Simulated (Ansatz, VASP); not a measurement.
# One calculation of Mg, two programs

POSCAR

```
Mg
1.0
    3.2028147905      0.0000000000      0.0000000000
   -1.6014073953      2.7737189722      0.0000000000
    0.0000000000      0.0000000000      3.0448375700
Mg
1
Direct
    0.0000000000      0.0000000000      0.0000000000
```

File INCAR.step1:

```
SYSTEM = Mg
PREC     = Accurate       ! precision mode
ENCUT    = 520            ! plane-wave cutoff, eV
ISMEAR   = 0              ! smearing method
SIGMA    = 0.15           ! smearing width, eV
LREAL    = .FALSE.        ! projectors in reciprocal space
LASPH    = .TRUE.         ! aspherical terms in the spheres
NELM     = 80             ! most SCF steps
NBANDS   = 7              ! bands
GGA      = PE             ! functional
ALGO     = Normal         ! electronic algorithm
EDIFF    = 1E-4           ! SCF threshold, eV
LWAVE    = .TRUE.         ! write WAVECAR
LCHARG   = .FALSE.        ! write CHGCAR
```

The input INCAR.step2:

```
SYSTEM = Mg
PREC     = Accurate       ! precision mode
ENCUT    = 520            ! plane-wave cutoff, eV
EDIFF    = 1E-6           ! SCF threshold, eV
ISMEAR   = 0              ! smearing method
SIGMA    = 0.15           ! smearing width, eV
LREAL    = .FALSE.        ! projectors in reciprocal space
LASPH    = .TRUE.         ! aspherical terms in the spheres
NELM     = 80             ! most SCF steps
ALGO     = Normal         ! electronic algorithm
ISIF     = 2              ! what is computed and relaxed
LWAVE    = .FALSE.        ! write WAVECAR
LCHARG   = .FALSE.        ! write CHGCAR
METAGGA  = R2SCAN         ! meta-GGA
LMIXTAU  = .TRUE.       
NBANDS   = 7              ! bands
ISTART   = 1
```

KPOINTS

```
regular mesh
0
G
  18 18 16
  0 0 0
```

Input for Ansatz:

```yaml
crystal:
  lattice:
    - [3.2028147905, 0.0, 0.0]
    - [-1.6014073953, 2.7737189722, 0.0]
    - [0.0, 0.0, 3.04483757]
  atoms:
    - { symbol: Mg, position: [0.0, 0.0, 0.0] }
basis:
  ecutwfc: 500
kpoints:
  mp_grid: { grid: [18, 18, 16] }
hamiltonian:
  xc: r2scan
scf:
  occupations: { method: gaussian, width: 0.15 }
output:
  forces: true
  stress: true
  eigenvalues: true
```

Change from the starting cell: strain +0.050 along x and y, +0.000 along z, atoms carried along.

Alike in both runs: task single point; functional r2SCAN; k mesh 18 × 18 × 16; occupations gaussian, width 0.15 eV; no spin polarisation.

|  | VASP | Ansatz |
| --- | --- | --- |
| version | VASP 6.6.1 | Ansatz 0.2.0 |
| potentials or method | VASP PAW PBE potentials, release 64 (Mg), cutoff 520 eV | scalar-relativistic, plane waves, PAW |
| valence electrons in the cell | 2 | 10 |

|  | VASP | Ansatz | Ansatz less VASP |
| --- | --- | --- | --- |
| gap on the k mesh at the Fermi level (eV) | none | none | - |
| pressure (GPa) | -2.4 | -2.3 | +0.16 |
| traceless stress, the component that is largest in VASP (GPa) | 1.99 | 1.97 | -0.022 |

VASP's potentials were made for PBE, not for r2SCAN. A gap of «none» marks a metal or a gap that the smearing closes. VASP's potentials hold 2 valence electrons a cell and Ansatz's 10, so a difference there can come from the potentials and not from the codes.
